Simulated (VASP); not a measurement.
# Ti (Im-3m) in VASP: further runs

The runs below take Ti through single point, with PBE.

Program: VASP 6.6.1. These are calculated values, not measurements. Logs are shortened: lines on timing, memory, paths and dates and some standing lists are left out, and cuts for length are marked.

### Step 1. The cell of the first run

The structure is cubic, space group Im-3m (No. 229). Conventional cell: a = 2.402 Å, b = 2.402 Å, c = 2.402 Å, α = 90.00°, β = 90.00°, γ = 90.00°. Within 2.8 Å of Ti (site symmetry m-3m) lie 14 Ti at 2.08 to 2.40 Å.

### Step 2. Single point, PBE (volume scaled by 0.4)

File INCAR:

```
SYSTEM = Ti
PREC     = Accurate       ! precision mode
ENCUT    = 520            ! plane-wave cutoff, eV
EDIFF    = 1E-6           ! SCF threshold, eV
ISMEAR   = -1             ! smearing method
SIGMA    = 0.1            ! smearing width, eV
LREAL    = .FALSE.        ! projectors in reciprocal space
LASPH    = .TRUE.         ! aspherical terms in the spheres
NELM     = 60             ! most SCF steps
ALGO     = Normal         ! electronic algorithm
ISIF     = 2              ! what is computed and relaxed
LWAVE    = .FALSE.        ! write WAVECAR
LCHARG   = .FALSE.        ! write CHGCAR
GGA      = PE             ! functional
NBANDS   = 12             ! bands
```

File KPOINTS:

```
Automatic mesh
0
G
  16 16 16
  0 0 0
```

File POSCAR:

```
Ti
1.0
   -1.2008738459      1.2008738459      1.2008738459
    1.2008738459     -1.2008738459      1.2008738459
    1.2008738459      1.2008738459     -1.2008738459
Ti
1
Direct
    0.0000000000      0.0000000000      0.0000000000
```

Potentials or basis: VASP PAW PBE potentials, release 64 (Ti_sv).

Started as:

```sh
$ cat potpaw_PBE.64/Ti_sv/POTCAR > POTCAR
$ mpirun -np 1 vasp_std > vasp.out
```

OUTCAR:

```text
SYSTEM = Ti
   PREC = Accurate
   ENCUT = 520
   EDIFF = 1E-6
   ISMEAR = -1
   LREAL = .FALSE.
   LASPH = .TRUE.
   NELM = 60
   ISIF = 2
   GGA = PE

 ion  position               nearest neighbor table
   1  0.000  0.000  0.000-

  LATTYP: Found a body centered cubic cell.
 ALAT       =     2.4017476918

  Lattice vectors:

 A1 = (  -1.2008738459,   1.2008738459,   1.2008738459)
 A2 = (   1.2008738459,  -1.2008738459,   1.2008738459)
 A3 = (   1.2008738459,   1.2008738459,  -1.2008738459)

Analysis of symmetry for initial positions (statically):
=====================================================================
 Subroutine PRICEL returns:
 Original cell was already a primitive cell.

 Routine SETGRP: Setting up the symmetry group for a
 body centered cubic supercell.

 Subroutine GETGRP returns: Found 48 space group operations
 (whereof 48 operations were pure point group operations)
 out of a pool of 48 trial point group operations.

The static configuration has the point symmetry O_h .

Analysis of symmetry for dynamics (positions and initial velocities):
=====================================================================
 Subroutine PRICEL returns:
 Original cell was already a primitive cell.

 Routine SETGRP: Setting up the symmetry group for a
 body centered cubic supercell.

 Subroutine GETGRP returns: Found 48 space group operations
 (whereof 48 operations were pure point group operations)
 out of a pool of 48 trial point group operations.

The dynamic configuration has the point symmetry O_h .

 Subroutine INISYM returns: Found 48 space group operations
 (whereof 48 operations are pure point group operations),
 and found     1 'primitive' translations

----------------------------------------------------------------------------------------

                                     Primitive cell

  volume of cell :       6.9271

  direct lattice vectors                    reciprocal lattice vectors
    -1.200873846  1.200873846  1.200873846     0.000000000  0.416363469  0.416363469
     1.200873846 -1.200873846  1.200873846     0.416363469  0.000000000  0.416363469
     1.200873846  1.200873846 -1.200873846     0.416363469  0.416363469  0.000000000

  length of vectors
     2.079974515  2.079974515  2.079974515     0.588826864  0.588826864  0.588826864

  position of ions in fractional coordinates (direct lattice)
     0.000000000  0.000000000  0.000000000

  ion indices of the primitive-cell ions
   primitive index   ion index
                 1           1

----------------------------------------------------------------------------------------

 KPOINTS: Automatic mesh

Automatic generation of k-mesh.
 Grid dimensions read from file:
 generate k-points for:   16   16   16

 Generating k-lattice:

  Cartesian coordinates                     Fractional coordinates (reciprocal lattice)
     0.000000000  0.026022717  0.026022717     0.062500000  0.000000000  0.000000000
     0.026022717  0.000000000  0.026022717     0.000000000  0.062500000  0.000000000
     0.026022717  0.026022717  0.000000000     0.000000000  0.000000000  0.062500000

  Length of vectors
     0.036801679  0.036801679  0.036801679

  Shift w.r.t. Gamma in fractional coordinates (k-lattice)
     0.000000000  0.000000000  0.000000000

 Subroutine IBZKPT returns following result:
 ===========================================

 Found    145 irreducible k-points:

 Following reciprocal coordinates:
            Coordinates               Weight
  0.000000  0.000000  0.000000      1.000000
  0.062500  0.000000  0.000000     12.000000
  0.125000  0.000000  0.000000     12.000000
  0.187500  0.000000  0.000000     12.000000
  0.250000  0.000000  0.000000     12.000000
  0.312500  0.000000  0.000000     12.000000
[... 16 lines left out ...]
  0.187500  0.187500  0.000000     24.000000
  0.250000  0.187500  0.000000     48.000000
 [... further k-points ...]
   k-points           NKPTS =    145   k-points in BZ     NKDIM =    145   number of bands    NBANDS=     12
   number of dos      NEDOS =    301   number of ions     NIONS =      1
   total plane-waves  NPLWV =   4096
   dimension x,y,z NGX =    16 NGY =   16 NGZ =   16
   dimension x,y,z NGXF=    32 NGYF=   32 NGZF=   32
   ions per type =               1
   NGX,Y,Z   is equivalent  to a cutoff of  12.79, 12.79, 12.79 a.u.
   NGXF,Y,Z  is equivalent  to a cutoff of  25.58, 25.58, 25.58 a.u.
 SYSTEM =  Ti
   PREC   = accura    normal or accurate (medium, high low for compatibility)
   ISTART =      0    job   : 0-new  1-cont  2-samecut
   ICHARG =      2    charge: 1-file 2-atom 10-const
   ISPIN  =      1    spin polarized calculation?
   LNONCOLLINEAR =      F non collinear calculations
   LSORBIT =      F    spin-orbit coupling
   LASPH  =      T    aspherical Exc in radial PAW
   ENCUT  =  520.0 eV  38.22 Ry    6.18 a.u.   3.87  3.87  3.87*2*pi/ulx,y,z
   NELM   =     60;   NELMIN=  2; NELMDL= -5     # of ELM steps
   EDIFF  = 0.1E-05   stopping-criterion for ELM
   LREAL  =      F    real-space projection
   EDIFFG = 0.1E-04   stopping-criterion for IOM
   NSW    =      0    number of steps for IOM
   IBRION =     -1    ionic relax: 0-MD 1-quasi-New 2-CG
   NFREE  =      0    steps in history (QN), initial steepest desc. (CG)
   ISIF   =      2    stress and relaxation
   ISYM   =      2    0-nonsym 1-usesym 2-fastsym
   POTIM  = 0.5000    time-step for ionic-motion
   TEBEG  =    0.0;   TEEND  =   0.0 temperature during run
   PSTRESS=    0.0 pullay stress
   NELECT =      12.0000    total number of electrons
   NUPDOWN=      -1.0000    fix difference up-down
   EMIN   =  10.00;   EMAX   =-10.00  energy-range for DOS
   EFERMI =   0.00;   METHOD = LEGACY
   ISMEAR =    -1;   SIGMA  =   0.10  broadening in eV -4-tet -1-fermi 0-gaus
   EFERMI_NEDOS =   21; number of points for ismear=-14 and -15
   IALGO  =     38    algorithm
   IMIX   =      4    mixing-type and parameters
     AMIX     =   0.40;   BMIX     =  1.00
     AMIX_MAG =   1.60;   BMIX_MAG =  1.00
  volume/ion in A,a.u.               =       6.93        46.75
  Fermi-wavevector in a.u.,A,eV,Ry     =   1.966156  3.715495 52.596959  3.865767
  Thomas-Fermi vector in A             =   2.989942
   LORBIT       =      0    0 simple, 1 ext, 2 COOP (PROOUT), +10 PAW based schemes
   GGA     = PE    functional components
   LHFCALC =     F    Hartree Fock is set to
   AEXX    =    0.0000 exact exchange contribution
   IVDW    =     0    specifies the selected vdW correction
   LEPSILON=     F    determine dielectric tensor
   LRPA    =     F    only Hartree local field effects (RPA)
 non-spin polarized calculation
  energy-cutoff  :      520.00
  volume of cell :        6.93
 maximum number of plane-waves:       197
   NGX =  7   NGY =  7   NGZ =  7

 number of electron      11.9999996 magnetization

 Free energy of the ion-electron system (eV)
  ---------------------------------------------------
  ext. energy  EPLUGINS =         0.00000000
  ---------------------------------------------------
  free energy    TOTEN  =        -1.24199796 eV

  energy without entropy =       -1.22985843  energy(sigma->0) =       -1.23592820

 E-fermi :  22.0150     XC(G=0): -16.6690

 val. band max:       21.9791101501   @ k =   0.1250   0.0000   0.0000
 cond. band min:      22.0464631528   @ k =   0.2500   0.2500   0.1875
 fundamental gap:      0.0673530027
 Fermi energy:        22.0149750676

 k-point     1 :       0.0000    0.0000    0.0000
  band No.  band energies     occupation
      1     -36.2607      2.00000
      2      -6.7775      2.00000
      3      -6.7775      2.00000
      4      -6.7775      2.00000
      5      18.3088      2.00000
      6      22.7574      0.00119
      7      22.7574      0.00119
      8      22.7574      0.00119
      9      27.5660      0.00000
     10      27.5660      0.00000
     11      46.4480      0.00000
     12      46.4480      0.00000

 k-point     2 :       0.0625    0.0000    0.0000
  band No.  band energies     occupation
      1     -36.1685      2.00000
      2      -7.1150      2.00000
      3      -6.8726      2.00000
      4      -6.7869      2.00000
      5      18.6721      2.00000
      6      22.5462      0.00981
      7      22.7328      0.00152
      8      23.0801      0.00005
      9      27.2549      0.00000
     10      27.5662      0.00000
     11      46.6821      0.00000
     12      46.9654      0.00000

 k-point     3 :       0.1250    0.0000    0.0000
  band No.  band energies     occupation
      1     -35.8988      2.00000
      2      -8.0437      2.00000
      3      -7.1365      2.00000
      4      -6.8139      2.00000
      5      19.4725      2.00000
      6      21.9791      1.17743
      7      22.7394      0.00143
      8      24.0155      0.00000
      9      26.7042      0.00000
     10      27.5895      0.00000
     11      47.2192      0.00000
     12      48.4408      0.00000
[... 286 lines left out ...]
 k-point    23 :       0.1875    0.1875    0.0000
  band No.  band energies     occupation
      1     -34.2161      2.00000
      2     -12.0649      2.00000
      3      -8.7941      2.00000
      4      -7.4233      2.00000
      5      19.1061      2.00000
      6      20.2852      2.00000
      7      23.8169      0.00000
      8      26.3332      0.00000
      9      29.2108      0.00000
     10      32.1529      0.00000
     11      47.9857      0.00000
     12      48.7580      0.00000

 k-point    24 :       0.2500    0.1875    0.0000
  band No.  band energies     occupation
      1     -33.7138      2.00000
      2     -12.8866      2.00000
      3      -9.4685      2.00000
      4      -7.5445      2.00000
      5      18.5612      2.00000
      6      20.0234      2.00000
      7      24.5404      0.00000
      8      26.9014      0.00000
      9      29.6531      0.00000
     10      34.6970      0.00000
     11      46.8225      0.00000
     12      48.2316      0.00000

 [... further k-points ...]
[... 5 lines left out ...]
  --------------------------------------------------------------------------------------
  -------------------------------------------------------------------------------------
  Total       16.9690464     16.9690464     16.9690464     -0.0000000     -0.0000000      0.0000000
  in kB     3924.7849858   3924.7849858   3924.7849858     -0.0000000     -0.0000000      0.0000000
  external PRESSURE =    3924.7849858 kB  Pullay stress =       0.0000000 kB

 VOLUME and BASIS-vectors are now :
 -----------------------------------------------------------------------------
  energy-cutoff  :      520.00
  volume of cell :        6.93
      direct lattice vectors                 reciprocal lattice vectors
    -1.200873846  1.200873846  1.200873846     0.000000000  0.416363469  0.416363469
     1.200873846 -1.200873846  1.200873846     0.416363469  0.000000000  0.416363469
     1.200873846  1.200873846 -1.200873846     0.416363469  0.416363469  0.000000000

 POSITION                                       TOTAL-FORCE (eV/Angst)
 -----------------------------------------------------------------------------------
      0.00000      0.00000      0.00000         0.000000      0.000000      0.000000
 -----------------------------------------------------------------------------------
    total drift:                               -0.000000      0.000000      0.000000

  FREE ENERGIE OF THE ION-ELECTRON SYSTEM (eV)
  ---------------------------------------------------
  free  energy   TOTEN  =        -1.2419979618 eV

  energy  without entropy=       -1.2298584349  energy(sigma->0) =       -1.23592820
```

Run time: 20 s. Hardware: 1 thread of AMD EPYC 7R13, shared host; peak memory 0.09 GiB.

What came out:

| Property | Result |
| --- | --- |
| Free energy | -1.2420 eV |
| Pressure | 392.5 GPa |
| Band gap on the k mesh | zero (band 6 reaches 22.93 eV, above the bottom of band 7 at 20.20 eV) |

### Step 3. Single point, PBE (volume scaled by 0.4)

File INCAR:

```
PREC     = Accurate       # precision mode
ENCUT    = 520            # plane-wave cutoff, eV
EDIFF    = 1E-7           # SCF threshold, eV
ISMEAR   = -1             # smearing method
SIGMA    = 0.1            # smearing width, eV
LREAL    = False          # projectors in reciprocal space
LASPH    = True           # aspherical terms in the spheres
NELM     = 100            # most SCF steps
ALGO     = Normal         # electronic algorithm
ISIF     = 2              # what is computed and relaxed
LWAVE    = False          # write WAVECAR
LCHARG   = False          # write CHGCAR
GGA      = PE             # functional
NBANDS   = 12             # bands
```

File KPOINTS:

```
Automatic mesh
0
Gamma
  16 16 16
```

POSCAR is that of step 2.

Potentials or basis: VASP PAW PBE potentials, release 64 (Ti_sv).

Started as:

```sh
$ cat potpaw_PBE.64/Ti_sv/POTCAR > POTCAR
$ mpirun -np 1 vasp_std > vasp.out
```

It took 23 s on 1 thread of AMD EPYC 7R13, shared host; peak memory 0.09 GiB.

It converged, with:

```
Free energy            : -1.2420 eV
Pressure               : 392.5 GPa
Band gap on the k mesh : zero (band 6 reaches 22.93 eV, above the bottom of band 7 at 20.20 eV)
```

Levels at points of the mesh, in eV from the Fermi level:
| k point | band 4 | band 5 | band 6 | band 7 | band 8 | band 9 |
| --- | --- | --- | --- | --- | --- | --- |
| (0.00, 0.00, 0.00) | -28.79 | -3.71 | 0.74 | 0.74 | 0.74 | 5.55 |
| (0.50, 0.00, 0.00) | -29.05 | -6.13 | -3.42 | 6.34 | 7.11 | 10.28 |
| (0.50, 0.50, 0.50) | -33.65 | -8.39 | -8.39 | 9.93 | 9.93 | 9.93 |
